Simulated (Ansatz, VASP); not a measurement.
One calculation of KI, two programs

POSCAR

```
KI
1.0
    0.0000000000      3.4606573152      3.4606573152
    3.4606573152      0.0000000000      3.4606573152
    3.4606573152      3.4606573152      0.0000000000
I K
1 1
Direct
    0.5000000000      0.5000000000      0.5000000000
    0.0000000000      0.0000000000      0.0000000000
```

Contents of INCAR.step1:

```
PREC = Accurate
ENCUT = 550
ISMEAR = -1
SIGMA = 0.05
LREAL = False
LASPH = True
NELM = 120
NBANDS = 15
GGA = PE
ALGO = Normal
EDIFF = 1E-5
LWAVE = True
LCHARG = False
GGA_COMPAT = False
```

The input INCAR.step2:

```
PREC = Accurate
ENCUT = 550
EDIFF = 1E-6
ISMEAR = -1
SIGMA = 0.05
LREAL = False
LASPH = True
NELM = 120
ALGO = Normal
ISIF = 2
LWAVE = False
LCHARG = True
METAGGA = R2SCAN
LMIXTAU = True
LELF = True
LVHAR = True
NBANDS = 15
ISTART = 1
GGA_COMPAT = False
```

Contents of KPOINTS:

```
regular mesh
0
Gamma
  7 7 7
```

input.yaml

```yaml
crystal:
  lattice:
    - [0.0, 3.4606573152, 3.4606573152]
    - [3.4606573152, 0.0, 3.4606573152]
    - [3.4606573152, 3.4606573152, 0.0]
  atoms:
    - { symbol: I, position: [0.5, 0.5, 0.5] }
    - { symbol: K, position: [0.0, 0.0, 0.0] }
hamiltonian:
  xc: r2scan
  pseudopotentials: { kind: paw }
kpoints:
  mp_grid: { grid: [7, 7, 7] }
scf:
  occupations: { method: fermi_dirac, width: 0.05 }
output:
  forces: true
  stress: true
  eigenvalues: true
```

Alike in both runs: task single point; functional r2SCAN; k mesh 7 × 7 × 7; occupations fermi-dirac, width 0.05 eV; no spin polarisation.

```csv
,VASP,Ansatz
version,VASP 6.6.1,Ansatz 0.2.0
potentials or method,"VASP PAW PBE potentials, release 64 (I, K_sv)",Ansatz PAW
plane-wave cutoff (eV),550,500
valence electrons in the cell,16,26
```

|  | VASP | Ansatz | Ansatz less VASP |
| --- | --- | --- | --- |
| gap on the k mesh at the Fermi level (eV) | 4.78 | 4.78 | +0.003 |
| least direct gap on the mesh (eV) | 4.78 | 4.78 | +0.003 |
| pressure (GPa) | 1.1 | 1.1 | -0.01 |

VASP's potentials were made for PBE, not for r2SCAN. VASP's potentials hold 16 valence electrons a cell and Ansatz's 26, so a difference there can come from the potentials and not from the codes.

Spin-orbit coupling is off throughout. Noted on Ansatz's run: odd divisions of the mesh miss points on the zone boundary, where band edges often lie, so the gap on the mesh can be too wide.
